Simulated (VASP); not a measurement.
Runs of VASP 6.6.1 on As2Se. The structure is that of space group Fd-3m (No. 227), or close to it. The cells are those of the table. 

```csv
task,cell,k mesh,cutoff (eV),gap on the mesh (eV),pressure (GPa),relaxed volume (Å³/atom)
relaxation of cell and atoms,"relaxed from a = 6.247 Å, angles 60.0°, 6 atoms",4 × 4 × 4,500,none,-0.2,(a)
single point,"a = 5.569 Å, angles 60.0°, 6 atoms",8 × 8 × 8,500,none,0.1,-
relaxation of cell and atoms,"relaxed from a = 5.574 Å, angles 60.0°, 6 atoms",8 × 8 × 8,500,none,0.0,20.36
single point,"a = 5.574 Å, angles 60.0°, 6 atoms",4 × 4 × 4,500,none,0.1,-
single point,"a = 6.247 Å, angles 60.0°, 6 atoms",4 × 4 × 4,520,none,-11.2,-
```

Alike in all rows: level PBE; potentials or basis VASP PAW PBE potentials, release 64 (As, Se); no spin polarisation; smearing gaussian 0.1 eV.

Estimate the missing entries.

(a) 20.47.

Caveats: the volume moved by over 15 % at a fixed basis, so the end points are rough (some runs).

A k mesh can miss the band edges, and the runs leave out spin-orbit coupling on As, Se.

A gap of «none» marks levels without a gap at the run's occupations.
